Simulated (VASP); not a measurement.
Here is a VASP 6.6.1 calculation.

INCAR

```
PREC = Accurate
ENCUT = 500
EDIFF = 1E-6
ISMEAR = 0
SIGMA = 0.1
LREAL = False
LASPH = True
NELM = 120
ALGO = Normal
ISIF = 2
LWAVE = False
LCHARG = True
GGA = PE
LELF = True
LVHAR = True
NBANDS = 12
GGA_COMPAT = False
```

KPOINTS

```
Automatic mesh
0
Gamma
  8 8 8
```

The input POSCAR:

```
Hg
1.0
    1.7694597807      1.0215980851      2.2849555780
   -1.7694597807      1.0215980851      2.2849555780
    0.0000000000     -2.0431961599      2.2849555780
Hg
1
Direct
    0.0000000000      0.0000000000      0.0000000000
```

Potentials or basis: VASP PAW PBE potentials, release 64 (Hg).

Run with:

```sh
$ cat potpaw_PBE.64/Hg/POTCAR > POTCAR
$ mpirun -np 1 vasp_std > vasp.out
```

Q: Predict the band gap on the k mesh.

A: Zero (bands 6 and 7 overlap by 2.80 eV).

Q: What does it give for the pressure?

A: 3.4 GPa.

Stress tensor (GPa, compression positive):
```
3.73 0.00 0.00
0.00 3.73 0.00
0.00 0.00 2.88
```

Caveat: the cell stands under pressure; spin-orbit coupling is left out, which moves the levels of the heavy elements.
